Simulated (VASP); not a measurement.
# Ge (Cmcm) in VASP: notebook

Runs on Ge. Level: PBEsol. Tasks: single point.

Program: VASP 6.6.1. These are calculated values, not measurements. Logs are shortened: lines on timing, memory, paths and dates and some standing lists are left out, and cuts for length are marked.

## 1. The cell of the first run

Symmetry: Cmcm, No. 63, orthorhombic system. Conventional cell: a = 2.976 Å, b = 5.189 Å, c = 4.728 Å, α = 90.00°, β = 90.00°, γ = 90.00°. Within 3.9 Å of Ge (site symmetry m2m) lie 12 Ge at 2.92 to 2.99 Å.

## 2. Single point, PBEsol

File INCAR:

```
  PREC = Accurate
  ENCUT = 500
  EDIFF = 1E-6
  ISMEAR = 1
  SIGMA = 0.1
  LREAL = F
  LASPH = T
  NELM = 120
  ALGO = Normal
  ISIF = 2
  LWAVE = F
  LCHARG = F
  GGA = PS
  NBANDS = 21
  GGA_COMPAT = F
```

File KPOINTS:

```
regular mesh
0
Gamma
  9 9 5
```

File POSCAR:

```
Ge
1.0
    1.4880530000     -2.5946900000      0.0000000000
    1.4880530000      2.5946900000      0.0000000000
    0.0000000000      0.0000000000      4.7275960000
Ge
2
Direct
    0.6665530000      0.3334470000      0.2500000000
    0.3334470000      0.6665530000      0.7500000000
```

Potentials or basis: VASP PAW PBE potentials, release 64 (Ge_d).

The run is started by

```bash
cat potpaw_PBE.64/Ge_d/POTCAR > POTCAR
mpirun -np 1 vasp_std > vasp.out
```

OUTCAR:

```text
PREC = Accurate
   ENCUT = 500
   EDIFF = 1E-6
   ISMEAR = 1
   LREAL = F
   LASPH = T
   NELM = 120
   ISIF = 2
   GGA = PS

 ion  position               nearest neighbor table
   1  0.667  0.333  0.250-
   2  0.333  0.667  0.750-

  LATTYP: Found a base centered orthorhombic cell.
 ALAT       =     2.9761060000
 B/A-ratio  =     1.7436811726
 C/A-ratio  =     1.5885173445

  Lattice vectors:

 A1 = (   1.4880530000,  -2.5946900000,   0.0000000000)
 A2 = (   1.4880530000,   2.5946900000,   0.0000000000)
 A3 = (   0.0000000000,   0.0000000000,   4.7275960000)

Analysis of symmetry for initial positions (statically):
=====================================================================
 Subroutine PRICEL returns:
 Original cell was already a primitive cell.

 Routine SETGRP: Setting up the symmetry group for a
 base centered orthorhombic supercell.

 Subroutine GETGRP returns: Found  8 space group operations
 (whereof  4 operations were pure point group operations)
 out of a pool of  8 trial point group operations.

The static configuration has the point symmetry C_2h.
 The point group associated with its full space group is D_2h.

Analysis of symmetry for dynamics (positions and initial velocities):
=====================================================================
 Subroutine PRICEL returns:
 Original cell was already a primitive cell.

 Routine SETGRP: Setting up the symmetry group for a
 base centered orthorhombic supercell.

 Subroutine GETGRP returns: Found  8 space group operations
 (whereof  4 operations were pure point group operations)
 out of a pool of  8 trial point group operations.

The dynamic configuration has the point symmetry C_2h.
 The point group associated with its full space group is D_2h.

 Subroutine INISYM returns: Found  8 space group operations
 (whereof  4 operations are pure point group operations),
 and found     1 'primitive' translations

----------------------------------------------------------------------------------------

                                     Primitive cell

  volume of cell :      36.5068

  direct lattice vectors                    reciprocal lattice vectors
     1.488053000 -2.594690000  0.000000000     0.336009537 -0.192701248  0.000000000
     1.488053000  2.594690000  0.000000000     0.336009537  0.192701248  0.000000000
     0.000000000  0.000000000  4.727596000     0.000000000  0.000000000  0.211523997

  length of vectors
     2.991106472  2.991106472  4.727596000     0.387345040  0.387345040  0.211523997

  position of ions in fractional coordinates (direct lattice)
     0.666553000  0.333447000  0.250000000
     0.333447000  0.666553000  0.750000000

  ion indices of the primitive-cell ions
   primitive index   ion index
                 1           1
                 2           2

----------------------------------------------------------------------------------------

 KPOINTS: regular mesh

Automatic generation of k-mesh.
 Grid dimensions read from file:
 generate k-points for:    9    9    5

 Generating k-lattice:

  Cartesian coordinates                     Fractional coordinates (reciprocal lattice)
     0.037334393 -0.021411250  0.000000000     0.111111111 -0.000000000  0.000000000
     0.037334393  0.021411250  0.000000000    -0.000000000  0.111111111  0.000000000
     0.000000000  0.000000000  0.042304799     0.000000000  0.000000000  0.200000000

  Length of vectors
     0.043038338  0.043038338  0.042304799

  Shift w.r.t. Gamma in fractional coordinates (k-lattice)
     0.000000000  0.000000000  0.000000000

 Subroutine IBZKPT returns following result:
 ===========================================

 Found     75 irreducible k-points:

 Following reciprocal coordinates:
            Coordinates               Weight
  0.000000  0.000000  0.000000      1.000000
  0.111111  0.000000  0.000000      4.000000
  0.222222  0.000000  0.000000      4.000000
  0.333333  0.000000  0.000000      4.000000
  0.444444  0.000000  0.000000      4.000000
  0.111111  0.111111  0.000000      2.000000
[... 16 lines left out ...]
 -0.333333  0.333333  0.000000      2.000000
  0.444444  0.444444  0.000000      2.000000
 [... further k-points ...]
   k-points           NKPTS =     75   k-points in BZ     NKDIM =     75   number of bands    NBANDS=     21
   number of dos      NEDOS =    301   number of ions     NIONS =      2
   total plane-waves  NPLWV =  20736
   dimension x,y,z NGX =    24 NGY =   24 NGZ =   36
   dimension x,y,z NGXF=    48 NGYF=   48 NGZF=   72
   ions per type =               2
   NGX,Y,Z   is equivalent  to a cutoff of  13.34, 13.34, 12.66 a.u.
   NGXF,Y,Z  is equivalent  to a cutoff of  26.68, 26.68, 25.32 a.u.
 SYSTEM =  unknown system
   PREC   = accura    normal or accurate (medium, high low for compatibility)
   ISTART =      0    job   : 0-new  1-cont  2-samecut
   ICHARG =      2    charge: 1-file 2-atom 10-const
   ISPIN  =      1    spin polarized calculation?
   LNONCOLLINEAR =      F non collinear calculations
   LSORBIT =      F    spin-orbit coupling
   LASPH  =      T    aspherical Exc in radial PAW
   ENCUT  =  500.0 eV  36.75 Ry    6.06 a.u.   5.45  5.45  8.62*2*pi/ulx,y,z
   NELM   =    120;   NELMIN=  2; NELMDL= -5     # of ELM steps
   EDIFF  = 0.1E-05   stopping-criterion for ELM
   LREAL  =      F    real-space projection
   EDIFFG = 0.1E-04   stopping-criterion for IOM
   NSW    =      0    number of steps for IOM
   IBRION =     -1    ionic relax: 0-MD 1-quasi-New 2-CG
   NFREE  =      0    steps in history (QN), initial steepest desc. (CG)
   ISIF   =      2    stress and relaxation
   ISYM   =      2    0-nonsym 1-usesym 2-fastsym
   POTIM  = 0.5000    time-step for ionic-motion
   TEBEG  =    0.0;   TEEND  =   0.0 temperature during run
   PSTRESS=    0.0 pullay stress
   NELECT =      28.0000    total number of electrons
   NUPDOWN=      -1.0000    fix difference up-down
   EMIN   =  10.00;   EMAX   =-10.00  energy-range for DOS
   EFERMI =   0.00;   METHOD = LEGACY
   ISMEAR =     1;   SIGMA  =   0.10  broadening in eV -4-tet -1-fermi 0-gaus
   EFERMI_NEDOS =   21; number of points for ismear=-14 and -15
   IALGO  =     38    algorithm
   IMIX   =      4    mixing-type and parameters
     AMIX     =   0.40;   BMIX     =  1.00
     AMIX_MAG =   1.60;   BMIX_MAG =  1.00
  volume/ion in A,a.u.               =      18.25       123.18
  Fermi-wavevector in a.u.,A,eV,Ry     =   1.498544  2.831837 30.553698  2.245633
  Thomas-Fermi vector in A             =   2.610289
   LORBIT       =      0    0 simple, 1 ext, 2 COOP (PROOUT), +10 PAW based schemes
   GGA     = PS    functional components
   LHFCALC =     F    Hartree Fock is set to
   AEXX    =    0.0000 exact exchange contribution
   IVDW    =     0    specifies the selected vdW correction
   LEPSILON=     F    determine dielectric tensor
   LRPA    =     F    only Hartree local field effects (RPA)
 non-spin polarized calculation
 Methfessel and Paxton  Order N= 1 SIGMA  =   0.10
  energy-cutoff  :      500.00
  volume of cell :       36.51
 maximum number of plane-waves:       957
 NGX is ok and might be reduce to    24
   NGX = 11   NGY = 11   NGZ = 17

 number of electron      28.0000012 magnetization

 Free energy of the ion-electron system (eV)
  ---------------------------------------------------
  ext. energy  EPLUGINS =         0.00000000
  ---------------------------------------------------
  free energy    TOTEN  =        -9.30952963 eV

  energy without entropy =       -9.30881804  energy(sigma->0) =       -9.30929243

 E-fermi :   6.9842     XC(G=0): -11.6071

 val. band max:        6.9759109891   @ k =  -0.4444   0.2222   0.2000
 cond. band min:       6.9907436496   @ k =   0.2222   0.2222   0.4000
 fundamental gap:      0.0148326605
 Fermi energy:         6.9841717509

 k-point     1 :       0.0000    0.0000    0.0000
  band No.  band energies     occupation
      1     -17.6681      2.00000
      2     -17.6566      2.00000
      3     -17.6554      2.00000
      4     -17.6528      2.00000
      5     -17.6472      2.00000
      6     -17.6440      2.00000
[... 13 lines left out ...]
     20      19.8285      0.00000
     21      21.0961      0.00000

 k-point     2 :       0.1111    0.0000    0.0000
  band No.  band energies     occupation
      1     -17.6717      2.00000
      2     -17.6598      2.00000
      3     -17.6454      2.00000
      4     -17.6431      2.00000
      5     -17.6399      2.00000
      6     -17.6384      2.00000
[... 13 lines left out ...]
     20      20.2133      0.00000
     21      21.2962      0.00000

 k-point     3 :       0.2222    0.0000    0.0000
  band No.  band energies     occupation
      1     -17.6892      2.00000
      2     -17.6535      2.00000
      3     -17.6523      2.00000
      4     -17.6496      2.00000
      5     -17.6362      2.00000
      6     -17.6183      2.00000
[... 13 lines left out ...]
     20      19.5864      0.00000
     21      20.9260      0.00000

 k-point     4 :       0.3333    0.0000    0.0000
  band No.  band energies     occupation
      1     -17.7072      2.00000
      2     -17.6698      2.00000
      3     -17.6602      2.00000
      4     -17.6553      2.00000
      5     -17.6206      2.00000
      6     -17.5983      2.00000
[... 13 lines left out ...]
     20      18.6632      0.00000
     21      20.1808      0.00000

 k-point     5 :       0.4444    0.0000    0.0000
  band No.  band energies     occupation
      1     -17.7183      2.00000
      2     -17.6824      2.00000
      3     -17.6667      2.00000
      4     -17.6586      2.00000
      5     -17.6092      2.00000
      6     -17.6072      2.00000
[... 13 lines left out ...]
     20      18.2004      0.00000
     21      19.7621      0.00000

 k-point     6 :       0.1111    0.1111    0.0000
  band No.  band energies     occupation
      1     -17.6708      2.00000
      2     -17.6699      2.00000
      3     -17.6499      2.00000
      4     -17.6450      2.00000
      5     -17.6349      2.00000
      6     -17.6304      2.00000
[... 13 lines left out ...]
     20      18.7668      0.00000
     21      19.2878      0.00000

 k-point     7 :       0.2222    0.1111    0.0000
  band No.  band energies     occupation
      1     -17.6881      2.00000
      2     -17.6675      2.00000
      3     -17.6585      2.00000
      4     -17.6528      2.00000
      5     -17.6291      2.00000
      6     -17.6074      2.00000
[... 13 lines left out ...]
     20      17.1136      0.00000
     21      20.8844      0.00000
[... 291 lines left out ...]
      1     -17.7038      2.00000
      2     -17.6441      2.00000
      3     -17.6429      2.00000
      4     -17.6328      2.00000
      5     -17.6316      2.00000
      6     -17.6216      2.00000
[... 13 lines left out ...]
     20      23.7866      0.00000
     21      24.2286      0.00000

 k-point    21 :       0.4444    0.3333    0.0000
  band No.  band energies     occupation
      1     -17.6980      2.00000
      2     -17.6743      2.00000
      3     -17.6463      2.00000
      4     -17.6431      2.00000
      5     -17.6179      2.00000
      6     -17.6080      2.00000
[... 13 lines left out ...]
     20      19.9466      0.00000
     21      24.0978      0.00000

 k-point    22 :      -0.4444    0.3333    0.0000
  band No.  band energies     occupation
      1     -17.7024      2.00000
      2     -17.6838      2.00000
      3     -17.6564      2.00000
      4     -17.6519      2.00000
      5     -17.6178      2.00000
      6     -17.6069      2.00000
[... 13 lines left out ...]
     20      16.1486      0.00000
     21      21.9743      0.00000

 k-point    23 :      -0.3333    0.3333    0.0000
  band No.  band energies     occupation
      1     -17.7079      2.00000
      2     -17.6701      2.00000
      3     -17.6580      2.00000
      4     -17.6565      2.00000
      5     -17.6217      2.00000
      6     -17.5996      2.00000
[... 13 lines left out ...]
     20      18.7716      0.00000
     21      20.3308      0.00000

 k-point    24 :       0.4444    0.4444    0.0000
  band No.  band energies     occupation
      1     -17.7076      2.00000
      2     -17.6907      2.00000
      3     -17.6576      2.00000
      4     -17.6509      2.00000
      5     -17.6121      2.00000
      6     -17.6099      2.00000
[... 13 lines left out ...]
     20      15.8806      0.00000
     21      21.8941      0.00000

 [... further k-points ...]

------------------------ aborting loop because EDIFF is reached ----------------------------------------

  FORCE on cell =-STRESS in cart. coord.  units (eV):
  Direction    XX          YY          ZZ          XY          YZ          ZX
  --------------------------------------------------------------------------------------
  -------------------------------------------------------------------------------------
  Total       -0.1301550     -0.2680456      0.1873541      0.0000000     -0.0000000      0.0000000
  in kB       -5.7121198    -11.7637305      8.2224201      0.0000000     -0.0000000      0.0000000
  external PRESSURE =      -3.0844767 kB  Pullay stress =       0.0000000 kB

 VOLUME and BASIS-vectors are now :
 -----------------------------------------------------------------------------
  energy-cutoff  :      500.00
  volume of cell :       36.51
      direct lattice vectors                 reciprocal lattice vectors
     1.488053000 -2.594690000  0.000000000     0.336009537 -0.192701248  0.000000000
     1.488053000  2.594690000  0.000000000     0.336009537  0.192701248  0.000000000
     0.000000000  0.000000000  4.727596000     0.000000000  0.000000000  0.211523997

 POSITION                                       TOTAL-FORCE (eV/Angst)
 -----------------------------------------------------------------------------------
      1.48805     -0.86431      1.18190         0.000000      0.001471      0.000000
      1.48805      0.86431      3.54570         0.000000     -0.001471      0.000000
 -----------------------------------------------------------------------------------
    total drift:                               -0.000000     -0.000000     -0.000000

  FREE ENERGIE OF THE ION-ELECTRON SYSTEM (eV)
  ---------------------------------------------------
  free  energy   TOTEN  =        -9.3095296308 eV

  energy  without entropy=       -9.3088180392  energy(sigma->0) =       -9.30929243
```

Run time: 56 s. Hardware: 1 thread of AMD EPYC 7R13, shared host; peak memory 0.15 GiB.

What came out:

```
Free energy            : -9.3095 eV
Pressure               : -0.3 GPa
Band gap on the k mesh : zero (band 14 reaches 13.73 eV, above the bottom of band 15 at 3.94 eV)
```

Stress tensor (GPa, compression positive):
```
-0.57  0.00  0.00
 0.00 -1.18  0.00
 0.00  0.00  0.82
```

Levels at points of the mesh, in eV from the Fermi level:
| k point | band 10 | band 11 | band 12 | band 13 | band 14 | band 15 | band 16 | band 17 | band 18 | band 19 |
| --- | --- | --- | --- | --- | --- | --- | --- | --- | --- | --- |
| (0.00, 0.00, 0.00) | -24.54 | -13.44 | -7.54 | -5.61 | 6.53 | 6.65 | 8.62 | 8.74 | 10.04 | 11.33 |

Caveat: the PAW data sets were made with another functional, which shifts forces and pressure a little.

## 3. Single point, PBEsol

File INCAR:

```
SYSTEM = Ge
ALGO = Normal ; EDIFF = 1E-6
ENCUT = 500 ; GGA = PS
GGA_COMPAT = .False. ; ISIF = 2
ISMEAR = 1 ; LASPH = .True.
LCHARG = .True. ; LELF = .True.
LREAL = .False. ; LVHAR = .True.
LWAVE = .False. ; NBANDS = 21
NELM = 120 ; PREC = Accurate
SIGMA = 0.1
```

File KPOINTS:

```
k-points
0
Gamma
  9 9 5
  0 0 0
```

POSCAR is that of step 2.

Potentials or basis: VASP PAW PBE potentials, release 64 (Ge_d).

The run is started by

```bash
cat potpaw_PBE.64/Ge_d/POTCAR > POTCAR
mpirun -np 1 vasp_std > vasp.out
```

Run time: 58 s. Hardware: 1 thread of AMD EPYC 7R13, shared host; peak memory 0.15 GiB.

It converged, with:

| Item | Value |
| --- | --- |
| Free energy | -9.3095 eV |
| Pressure | -0.3 GPa |
| Band gap on the k mesh | zero (band 14 reaches 13.73 eV, above the bottom of band 15 at 3.94 eV) |

Stress tensor (GPa, compression positive):
```
-0.57  0.00  0.00
 0.00 -1.18  0.00
 0.00  0.00  0.82
```

Levels at points of the mesh, in eV from the Fermi level:
| k point | band 11 | band 12 | band 13 | band 14 | band 15 | band 16 | band 17 | band 18 |
| --- | --- | --- | --- | --- | --- | --- | --- | --- |
| (0.00, 0.00, 0.00) | -13.44 | -7.54 | -5.61 | 6.53 | 6.65 | 8.62 | 8.74 | 10.04 |

Caveat: the PAW data sets were made with another functional, which shifts forces and pressure a little.
